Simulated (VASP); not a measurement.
# Li16LaNb15O47 (a cell with a defect) in VASP: single point with PBE

Aim: the single point of Li16LaNb15O47 (a cell with a defect) with PBE.

All numbers are computed with VASP 6.6.1; they aren't measurements. Logs are shortened: lines on timing, memory, paths and dates and some standing lists are left out, and cuts for length are marked.

### 1 The cell of the first run

The cell holds a defect, 79 atoms: a = 11.101 Å, b = 11.101 Å, c = 11.101 Å, α = 55.75°, β = 55.75°, γ = 55.75°.

### 2 Single point, PBE

Contents of INCAR:

```
SYSTEM = Li16LaNb15O47
ALGO = Normal
EDIFF = 1E-7
ENCUT = 520
GGA = PE
ISIF = 2
ISMEAR = 0
LASPH = .TRUE.
LCHARG = .FALSE.
LREAL = Auto
LWAVE = .FALSE.
NBANDS = 313
NELM = 80
PREC = Accurate
SIGMA = 0.01
```

Contents of KPOINTS:

```
k-points
0
G
  1 1 1
  0 0 0
```

Contents of POSCAR:

```
Li16LaNb15O47
1.0
    5.1899002700      2.9963903200      9.3444465000
   -5.1899002700      2.9963903200      9.3444465000
    0.0000000000     -5.9927806400      9.3444465000
Li La Nb O
16 1 15 47
Direct
    0.3586445802      0.3547057276      0.3606271611
    0.0987608105      0.0936567335      0.1225325087
    0.3710618786      0.3656675965      0.8920834098
    0.1069484710      0.1088191442      0.6138251603
    0.3632376225      0.8573004222      0.3557614673
    0.1111454340      0.6101700955      0.1078668566
    0.3591664984      0.8497961502      0.8575444147
    0.0704142352      0.6368768362      0.5988932583
    0.8581386742      0.3532319606      0.3587760291
    0.6053463606      0.1084092605      0.1120522712
    0.8612365546      0.3524337072      0.8655977788
    0.6150719835      0.1051009077      0.6027248965
    0.8654891710      0.8545736024      0.3579396774
    0.6105801049      0.6126404477      0.1035775482
    0.8570909306      0.8624369759      0.8570932647
    0.6061645864      0.6015486057      0.6135671889
    0.4769585475      0.4852652662      0.5179961941
    0.2463272157      0.2474607133      0.2554184765
    0.4999488731      0.4975404491      0.9992594728
    0.2445192620      0.2319983943      0.7644450373
    0.5046086202      0.9947154659      0.4976799510
    0.2611808971      0.7432235778      0.2459780973
    0.4950413840      1.0073975037      0.9951075882
    0.2457669444      0.7580120799      0.7482443200
    0.9993282476      0.4995621481      0.4998928963
    0.7470978371      0.2461567483      0.2539728947
    1.0015305914      0.5055332310      0.9914645570
    0.7574558017      0.2423428133      0.7527341911
    1.0007631945      0.9983188161      0.4977999427
    0.7476879354      0.7442312767      0.2487430124
    0.9929903307      0.9936454846      1.0126168405
    0.7435315141      0.7531617899      0.7511468416
    0.1416125010      0.3202475436      0.4439625774
    0.3206767889      0.4438729710      0.1377369662
    0.4432572269      0.1422775636      0.3245266940
    0.1977786648      0.0671522003      0.3919107480
    0.3965027940      0.1891623478      0.0768358027
    0.0761759596      0.3855673059      0.1886023124
    0.1568113954      0.3377404189      0.9135441294
    0.4452701557      0.1584709490      0.8092832161
    0.2037067229      0.0537395359      0.8879000340
    0.3934332022      0.2162915506      0.5682231146
    0.0762283610      0.3903732381      0.6942271112
    0.1411600553      0.8156380456      0.4503536638
    0.3141323252      0.9611090305      0.1250479785
    0.4417016721      0.6677550172      0.2902989226
    0.1996264887      0.5676197844      0.3969326479
    0.3861649754      0.6947582537      0.0648813545
    0.0710941759      0.8906158589      0.1933277886
    0.1366919512      0.8193814610      0.9481317656
    0.3190053637      0.9507893519      0.6430286654
    0.4472840015      0.6383224043      0.8199244161
    0.2015507820      0.5711976682      0.8819383031
    0.3839589345      0.7120898178      0.5678340404
    0.0657078643      0.8941739243      0.6979247336
    0.6736917004      0.2933158030      0.4325988338
    0.8323283137      0.4408627909      0.1264838779
    0.9592543758      0.1314265020      0.3145010690
    0.6975598247      0.0625651220      0.3849308517
    0.9019325159      0.1893577657      0.0689827411
    0.5706812715      0.3903066007      0.1961346046
    0.6434259055      0.3169319182      0.9506717499
    0.8244327020      0.4440067104      0.6407355589
    0.9447942721      0.1398568599      0.8255335164
    0.6973693870      0.0678227392      0.8894061819
    0.8930619945      0.1951309117      0.5694553222
    0.5712339537      0.3872431559      0.7142662193
    0.6331510218      0.8172800182      0.4460156200
    0.8148009373      0.9424382703      0.1442533934
    0.9462735658      0.6390661791      0.3208248783
    0.7028664453      0.5653336385      0.3845602631
    0.8935763044      0.6925593659      0.0661419919
    0.5714122085      0.8860440167      0.1903086676
    0.6357116784      0.8278742147      0.9390780997
    0.8205102299      0.9457287142      0.6364075898
    0.9432843529      0.6460100114      0.8146712573
    0.6937379207      0.5733554306      0.8903638790
    0.8857645997      0.6965644606      0.5707612616
    0.5668863906      0.8959866167      0.6930689592
```

Potentials or basis: VASP PAW PBE potentials, release 64 (Li_sv, La, Nb_sv, O).

On the command line:

```sh
> cat potpaw_PBE.64/Li_sv/POTCAR potpaw_PBE.64/La/POTCAR potpaw_PBE.64/Nb_sv/POTCAR potpaw_PBE.64/O/POTCAR > POTCAR
> mpirun -np 1 vasp_gam > vasp.out
```

OUTCAR:

```text
SYSTEM = Li16LaNb15O47
   EDIFF = 1E-7
   ENCUT = 520
   GGA = PE
   ISIF = 2
   ISMEAR = 0
   LASPH = .TRUE.
   LREAL = Auto
   NELM = 80
   PREC = Accurate

 ion  position               nearest neighbor table
   1  0.359  0.355  0.361-  42 2.04  61 2.10  47 2.11  35 2.18  33 2.22
   2  0.099  0.094  0.123-  58 1.92  45 1.99  49 2.08  60 2.10
   3  0.371  0.366  0.892-  37 1.91  53 1.97  67 2.01
   4  0.107  0.109  0.614-  51 2.07  64 2.08  33 2.10  55 2.24  66 2.24
   5  0.363  0.857  0.356-  54 2.03  73 2.05  36 2.09  46 2.16  44 2.28
   6  0.111  0.610  0.108-  50 2.04  34 2.07  70 2.09  72 2.28
   7  0.359  0.850  0.858-  41 2.01  48 2.02  79 2.11  52 2.17  51 2.18  50 2.23
   8  0.070  0.637  0.599-  78 1.92  44 1.97  76 2.01  47 2.18  32 2.82
   9  0.858  0.353  0.359-  71 2.06  66 2.08  56 2.08  38 2.15  58 2.28
  10  0.605  0.108  0.112-  69 2.07  62 2.08  35 2.10  37 2.15
  11  0.861  0.352  0.866-  60 2.05  77 2.14  43 2.15  64 2.21  62 2.23
  12  0.615  0.105  0.603-  56 2.02  75 2.04  40 2.14  42 2.20  79 2.20  59 2.28
  13  0.865  0.855  0.358-  78 2.05  59 2.05  49 2.05  70 2.23  69 2.27
  14  0.611  0.613  0.104-  46 1.99  74 2.09  57 2.15  77 2.21  61 2.28
  15  0.857  0.862  0.857-  65 2.03  55 2.05  72 2.09  76 2.26  74 2.27  75 2.27
  16  0.606  0.602  0.614-  52 2.05  68 2.11  63 2.12  67 2.15  54 2.27
  17  0.477  0.485  0.518-  56 2.22  46 2.26  67 2.38  54 2.39  71 2.47
  18  0.246  0.247  0.255-  36 1.86  38 1.87  37 1.91  33 2.12  35 2.18  34 2.18
  19  0.500  0.498  0.999-  62 1.87  52 1.88  34 1.88  48 2.14  61 2.18  77 2.18
  20  0.245  0.232  0.764-  41 1.80  42 1.89  43 1.89  39 2.04  40 2.15
  21  0.505  0.995  0.498-  68 1.85  35 1.87  51 1.89  59 2.11  79 2.13  42 2.42
  22  0.261  0.743  0.246-  48 1.87  47 1.90  46 1.93  49 1.97  44 2.24  45 2.25
  23  0.495  0.007  0.995-  45 1.86  74 1.90  40 1.93  37 2.13  65 2.17  73 2.17
  24  0.246  0.758  0.748-  54 1.85  55 1.87  53 1.90  50 2.15  51 2.16  52 2.21
  25  0.999  0.500  0.500-  63 1.85  70 1.88  33 1.89  78 2.17  43 2.19  47 2.21
  26  0.747  0.246  0.254-  61 1.88  59 1.90  56 1.93  60 1.96  57 2.22  58 2.25
  27  0.002  0.506  0.991-  57 1.85  76 1.88  39 1.93  72 2.11  53 2.17  38 2.18
  28  0.757  0.242  0.753-  65 1.87  67 1.88  66 1.88  64 2.11  63 2.19  62 2.20
  29  0.001  0.998  0.498-  58 1.85  44 1.88  75 1.88  36 2.17  55 2.18  66 2.19
  30  0.748  0.744  0.249-  71 1.83  73 1.88  72 1.90  69 2.18  68 2.18  70 2.21
  31  0.993  0.994  0.013-  69 1.86  50 1.90  64 1.93  49 2.08  60 2.12  41 2.21
  32  0.744  0.753  0.751-  77 1.87  79 1.88  78 1.91  74 2.12  76 2.16  75 2.17   8 2.82
  33  0.142  0.320  0.444-  25 1.89   4 2.10  18 2.12   1 2.22
  34  0.321  0.444  0.138-  19 1.88   6 2.07  18 2.18
  35  0.443  0.142  0.325-  21 1.87  10 2.10  18 2.18   1 2.18
  36  0.198  0.067  0.392-  18 1.86   5 2.09  29 2.17
  37  0.397  0.189  0.077-   3 1.91  18 1.91  23 2.13  10 2.15
  38  0.076  0.386  0.189-  18 1.87   9 2.15  27 2.18
  39  0.157  0.338  0.914-  27 1.93  20 2.04
  40  0.445  0.158  0.809-  23 1.93  12 2.14  20 2.15
  41  0.204  0.054  0.888-  20 1.80   7 2.01  31 2.21
  42  0.393  0.216  0.568-  20 1.89   1 2.04  12 2.20  21 2.42
  43  0.076  0.390  0.694-  20 1.89  11 2.15  25 2.19
  44  0.141  0.816  0.450-  29 1.88   8 1.97  22 2.24   5 2.28
  45  0.314  0.961  0.125-  23 1.86   2 1.99  22 2.25
  46  0.442  0.668  0.290-  22 1.93  14 1.99   5 2.16  17 2.26
  47  0.200  0.568  0.397-  22 1.90   1 2.11   8 2.18  25 2.21
  48  0.386  0.695  0.065-  22 1.87   7 2.02  19 2.14
  49  0.071  0.891  0.193-  22 1.97  13 2.05   2 2.08  31 2.08
  50  0.137  0.819  0.948-  31 1.90   6 2.04  24 2.15   7 2.23
  51  0.319  0.951  0.643-  21 1.89   4 2.07  24 2.16   7 2.18
  52  0.447  0.638  0.820-  19 1.88  16 2.05   7 2.17  24 2.21
  53  0.202  0.571  0.882-  24 1.90   3 1.97  27 2.17
  54  0.384  0.712  0.568-  24 1.85   5 2.03  16 2.27  17 2.39
  55  0.066  0.894  0.698-  24 1.87  15 2.05  29 2.18   4 2.24
  56  0.674  0.293  0.433-  26 1.93  12 2.02   9 2.08  17 2.22
[... 9 lines left out ...]
  66  0.893  0.195  0.569-  28 1.88   9 2.08  29 2.19   4 2.24
  67  0.571  0.387  0.714-  28 1.88   3 2.01  16 2.15  17 2.38
  68  0.633  0.817  0.446-  21 1.85  16 2.11  30 2.18
  69  0.815  0.942  0.144-  31 1.86  10 2.07  30 2.18  13 2.27
  70  0.946  0.639  0.321-  25 1.88   6 2.09  30 2.21  13 2.23
  71  0.703  0.565  0.385-  30 1.83   9 2.06  17 2.47
  72  0.894  0.693  0.066-  30 1.90  15 2.09  27 2.11   6 2.28
  73  0.571  0.886  0.190-  30 1.88   5 2.05  23 2.17
  74  0.636  0.828  0.939-  23 1.90  14 2.09  32 2.12  15 2.27
[... 256 lines left out ...]
   total plane-waves  NPLWV = 592704
   dimension x,y,z NGX =    84 NGY =   84 NGZ =   84
   dimension x,y,z NGXF=   168 NGYF=  168 NGZF=  168
   ions per type =              16   1  15  47
   NGX,Y,Z   is equivalent  to a cutoff of  12.58, 12.58, 12.58 a.u.
   NGXF,Y,Z  is equivalent  to a cutoff of  25.16, 25.16, 25.16 a.u.
 SYSTEM =  Li16LaNb15O47
   PREC   = accura    normal or accurate (medium, high low for compatibility)
   ISTART =      0    job   : 0-new  1-cont  2-samecut
   ICHARG =      2    charge: 1-file 2-atom 10-const
   ISPIN  =      1    spin polarized calculation?
   LNONCOLLINEAR =      F non collinear calculations
   LSORBIT =      F    spin-orbit coupling
   LASPH  =      T    aspherical Exc in radial PAW
   ENCUT  =  520.0 eV  38.22 Ry    6.18 a.u.  20.64 20.64 20.64*2*pi/ulx,y,z
   NELM   =     80;   NELMIN=  2; NELMDL= -5     # of ELM steps
   EDIFF  = 0.1E-06   stopping-criterion for ELM
   LREAL  =      T    real-space projection
   EDIFFG = 0.1E-05   stopping-criterion for IOM
   NSW    =      0    number of steps for IOM
   IBRION =     -1    ionic relax: 0-MD 1-quasi-New 2-CG
   NFREE  =      0    steps in history (QN), initial steepest desc. (CG)
   ISIF   =      2    stress and relaxation
   ISYM   =      2    0-nonsym 1-usesym 2-fastsym
   POTIM  = 0.5000    time-step for ionic-motion
   TEBEG  =    0.0;   TEEND  =   0.0 temperature during run
   PSTRESS=    0.0 pullay stress
   NELECT =     536.0000    total number of electrons
   NUPDOWN=      -1.0000    fix difference up-down
   EMIN   =  10.00;   EMAX   =-10.00  energy-range for DOS
   EFERMI =   0.00;   METHOD = LEGACY
   ISMEAR =     0;   SIGMA  =   0.01  broadening in eV -4-tet -1-fermi 0-gaus
   EFERMI_NEDOS =   21; number of points for ismear=-14 and -15
   IALGO  =     38    algorithm
   IMIX   =      4    mixing-type and parameters
     AMIX     =   0.40;   BMIX     =  1.00
     AMIX_MAG =   1.60;   BMIX_MAG =  1.00
  volume/ion in A,a.u.               =      11.04        74.48
  Fermi-wavevector in a.u.,A,eV,Ry     =   1.392010  2.630517 26.363897  1.937692
  Thomas-Fermi vector in A             =   2.515794
   LORBIT       =      0    0 simple, 1 ext, 2 COOP (PROOUT), +10 PAW based schemes
   GGA     = PE    functional components
   LHFCALC =     F    Hartree Fock is set to
   AEXX    =    0.0000 exact exchange contribution
   IVDW    =     0    specifies the selected vdW correction
   LEPSILON=     F    determine dielectric tensor
   LRPA    =     F    only Hartree local field effects (RPA)
 non-spin polarized calculation
 Gauss-broadening in eV      SIGMA  =   0.01
  energy-cutoff  :      520.00
  volume of cell :      871.89
 maximum number of plane-waves:     11751
 NGX is ok and might be reduce to    84
   NGX = 41   NGY = 41   NGZ = 41

 number of electron     536.0000000 magnetization

 Free energy of the ion-electron system (eV)
  ---------------------------------------------------
  ext. energy  EPLUGINS =         0.00000000
  ---------------------------------------------------
  free energy    TOTEN  =      -626.81645099 eV

  energy without entropy =     -626.81645099  energy(sigma->0) =     -626.81645099

 E-fermi :   3.7050     XC(G=0): -10.6222

 val. band max:        3.5512881037   @ k =   0.0000   0.0000   0.0000
 cond. band min:       6.8754324843   @ k =   0.0000   0.0000   0.0000
 fundamental gap:      3.3241443807
 Fermi energy:         3.7050057564

 k-point     1 :       0.0000    0.0000    0.0000
  band No.  band energies     occupation
      1     -50.9351      2.00000
      2     -50.9169      2.00000
      3     -50.9166      2.00000
      4     -50.8745      2.00000
      5     -50.8681      2.00000
      6     -50.8569      2.00000
[... 272 lines left out ...]
    279       7.4568      0.00000
    280       7.5438      0.00000
 [bands above 280 left out]

------------------------ aborting loop because EDIFF is reached ----------------------------------------

  FORCE on cell =-STRESS in cart. coord.  units (eV):
  Direction    XX          YY          ZZ          XY          YZ          ZX
  --------------------------------------------------------------------------------------
  -------------------------------------------------------------------------------------
  Total        4.4528212      6.3232042      7.4637012     -0.8765912      3.2009675     -1.3886756
  in kB        8.1824546     11.6194497     13.7152143     -1.6108142      5.8820622     -2.5518148
  external PRESSURE =      11.1723729 kB  Pullay stress =       0.0000000 kB

 VOLUME and BASIS-vectors are now :
 -----------------------------------------------------------------------------
  energy-cutoff  :      520.00
  volume of cell :      871.89
      direct lattice vectors                 reciprocal lattice vectors
     5.189900270  2.996390320  9.344446500     0.096340965  0.055622482  0.035671811
    -5.189900270  2.996390320  9.344446500    -0.096340965  0.055622482  0.035671811
     0.000000000 -5.992780640  9.344446500     0.000000000 -0.111244964  0.035671811

 POSITION                                       TOTAL-FORCE (eV/Angst)
 -----------------------------------------------------------------------------------
      0.02044     -0.02368     10.03573        -0.000553      0.005004     -0.004861
      0.02649     -0.15775      2.94303        -0.000939      0.011226     -0.000655
      0.02800     -3.13853     15.22035         0.000709      0.005774     -0.004476
     -0.00971     -3.03200      7.75209         0.001712      0.001608     -0.005066
     -2.56414      1.52521     14.72965        -0.001277      0.001760     -0.004269
     -2.58989      1.51492      7.74825        -0.000563      0.000196     -0.003302
[... 71 lines left out ...]
      0.98193      1.32083     20.11944        -0.005159     -0.006240     -0.021291
     -1.70800      0.22993     20.14608         0.000389      0.015038     -0.015216
 -----------------------------------------------------------------------------------
    total drift:                                0.004737     -0.006263     -0.004385

  FREE ENERGIE OF THE ION-ELECTRON SYSTEM (eV)
  ---------------------------------------------------
  free  energy   TOTEN  =      -626.8164509855 eV

  energy  without entropy=     -626.8164509855  energy(sigma->0) =     -626.81645099
```

It took 25 min on 1 thread of Intel Xeon Platinum 8259CL at 2.50GHz (Skylake/Cascade Lake), shared host; peak memory 1.1 GiB.

Results:

- Free energy: -626.8165 eV
- Largest force: 0.072 eV/Å
- Band gap on the k mesh: 3.32 eV

Forces in eV/Å, atoms in the order of the input:
```
Li  -0.001  0.005 -0.005
Li  -0.001  0.011 -0.001
Li   0.001  0.006 -0.004
Li   0.002  0.002 -0.005
Li  -0.001  0.002 -0.004
Li  -0.001  0.000 -0.003
Li   0.001 -0.005 -0.004
Li   0.019  0.002  0.008
Li   0.003 -0.003  0.000
Li   0.003  0.002 -0.001
Li  -0.003  0.001 -0.002
Li   0.001 -0.005 -0.003
Li   0.001  0.006 -0.003
Li   0.000  0.004 -0.002
Li  -0.003 -0.001 -0.005
Li  -0.002 -0.001 -0.007
La   0.015  0.015  0.013
Nb   0.020  0.013  0.031
Nb  -0.017 -0.008  0.043
Nb  -0.030  0.024  0.059
Nb  -0.021  0.002  0.031
Nb  -0.037  0.019  0.005
Nb   0.012  0.012  0.036
Nb  -0.006 -0.011  0.045
Nb   0.015  0.008  0.031
Nb   0.005  0.015  0.021
Nb   0.016  0.007  0.040
Nb  -0.015 -0.004  0.024
Nb  -0.012  0.000  0.049
Nb  -0.018  0.041  0.057
Nb  -0.007  0.008  0.031
Nb  -0.014  0.005  0.045
O   -0.013  0.005 -0.003
O    0.008 -0.003 -0.010
O    0.001 -0.013 -0.009
O   -0.013 -0.009 -0.008
O    0.013 -0.018 -0.005
O   -0.003  0.015 -0.011
O   -0.006  0.017 -0.014
O    0.000 -0.004 -0.009
O    0.006 -0.034 -0.023
O    0.008  0.003 -0.004
O    0.004  0.003 -0.012
O    0.017  0.013 -0.015
O    0.009 -0.014 -0.018
O    0.007 -0.031  0.006
O   -0.008 -0.004 -0.007
O    0.008 -0.012 -0.006
O    0.025 -0.004  0.000
O    0.003  0.009 -0.010
O    0.010  0.005 -0.006
O   -0.002 -0.013 -0.001
O   -0.011 -0.014 -0.009
O    0.012  0.010 -0.022
O   -0.007  0.011 -0.013
O   -0.023  0.000  0.000
O   -0.001 -0.019 -0.027
O   -0.009 -0.008 -0.014
O   -0.012 -0.009 -0.009
O    0.002 -0.010 -0.006
O    0.007  0.006 -0.010
O    0.004  0.007 -0.005
O    0.004 -0.005 -0.004
O    0.000 -0.012  0.000
O   -0.011 -0.014 -0.017
O    0.018  0.004 -0.014
O    0.002 -0.003 -0.019
O    0.011  0.007 -0.013
O    0.010 -0.003 -0.011
O   -0.008 -0.012 -0.010
O    0.006 -0.024 -0.028
O    0.009 -0.007 -0.015
O    0.005  0.010  0.000
O   -0.001  0.010 -0.017
O    0.011 -0.002 -0.014
O   -0.011 -0.004 -0.016
O   -0.001 -0.011 -0.021
O   -0.005 -0.006 -0.021
O    0.000  0.015 -0.015
```

Caveat: the k points lie up to 0.73 Å⁻¹ apart; the cutoff is under 1.25 times the usual one of these potentials, so pressure, stress and relaxed cells hold a basis-set (Pulay) error; spin-orbit coupling is left out, which moves the levels of the heavy elements.
